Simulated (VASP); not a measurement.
NaH: single point with PBEsol

NaH:

```xyz
2
Lattice="0.0000 2.4400 2.4400 2.4400 0.0000 2.4400 2.4400 2.4400 0.0000" Properties=species:S:1:pos:R:3 pbc="T T T"
Na    0.0000    0.0000    0.0000
H     2.4400    2.4400    2.4400
```

* Program: VASP 6.6.1
* Task: single point
* Functional: PBEsol
* Potentials or basis: VASP PAW PBE potentials, release 64 (Na_pv, H)
* Cutoff: 520 eV
* k mesh: 9 × 9 × 9
* Occupations: fermi-dirac, width 0.03 eV
* Spin: no spin polarisation
* Dipole correction: no
* Further INCAR settings: ALGO = Normal; EDIFF = 1e-07; NBANDS = 11

| Property | Result |
| --- | --- |
| Pressure | -1.2 GPa |
| Band gap on the k mesh | 3.82 eV (least direct gap 4.55 eV) |

Levels at points of the mesh, in eV from the valence-band top:
| k point | band 2 | band 3 | band 4 | band 5 | band 6 | band 7 |
| --- | --- | --- | --- | --- | --- | --- |
| (0.00, 0.00, 0.00) | -21.98 | -21.98 | -3.57 | 10.23 | 15.25 | 15.25 |

It took 21 s on 1 thread of Intel Xeon 8259CL, on a shared host, peak memory 0.15 GiB.

Caveat: the PAW data sets were made with another functional, which shifts forces and pressure a little; an odd mesh through Γ misses points on the zone boundary, where band edges can lie. Expect the measured gap to be larger: semilocal functionals such as PBEsol lack the derivative discontinuity.
